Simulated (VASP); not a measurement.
Sn:

```
Sn
1.0
     0.00000    3.23334    3.23334
     3.23334    0.00000    3.23334
     3.23334    3.23334    0.00000
Sn
2
Direct
  0.75000 0.75000 0.75000
  0.50000 0.50000 0.50000
```

```yaml
Program: VASP 6.6.1
Task: relaxation of cell and atoms
Functional: revPBE
Dispersion: D3(BJ)
Potentials_or_basis: VASP PAW PBE potentials, release 64 (Sn_d)
Cutoff: 600 eV
k_mesh: 7 × 7 × 7
Occupations: fermi-dirac, width 0.05 eV
Spin: no spin polarisation
```

At the start: pressure 1.8 GPa; volume 33.80 Å³/atom.

Question: Where does the relaxation end?

Answer: Over 3 steps the energy falls by 7.4 meV/atom and the volume is 35.18 Å³/atom (+4.1 %); space group Fd-3m (No. 227, to 0.05 Å).

Step by step:
```csv
step,energy change (eV),largest force (eV/Å),pressure (GPa),volume (Å³)
1,0.0000,0.0000,1.79,67.61
2,-0.0130,0.0000,-0.54,71.37
3,-0.0148,0.0000,0.00,70.36
```

Final structure:
```cif
data_structure
_symmetry_space_group_name_H-M 'P 1'
_symmetry_Int_Tables_number 1
_cell_length_a 4.6340
_cell_length_b 4.6340
_cell_length_c 4.6340
_cell_angle_alpha 60.000
_cell_angle_beta 60.000
_cell_angle_gamma 60.000
_cell_volume 70.36
loop_
_atom_site_label
_atom_site_type_symbol
_atom_site_fract_x
_atom_site_fract_y
_atom_site_fract_z
_atom_site_occupancy
Sn1 Sn 0.75000 0.75000 0.75000 1
Sn2 Sn 0.50000 0.50000 0.50000 1
```

Caveat: the PAW data sets were made with another functional, which shifts forces and pressure a little; pairwise dispersion overbinds metals, which lowers pressure and volume.
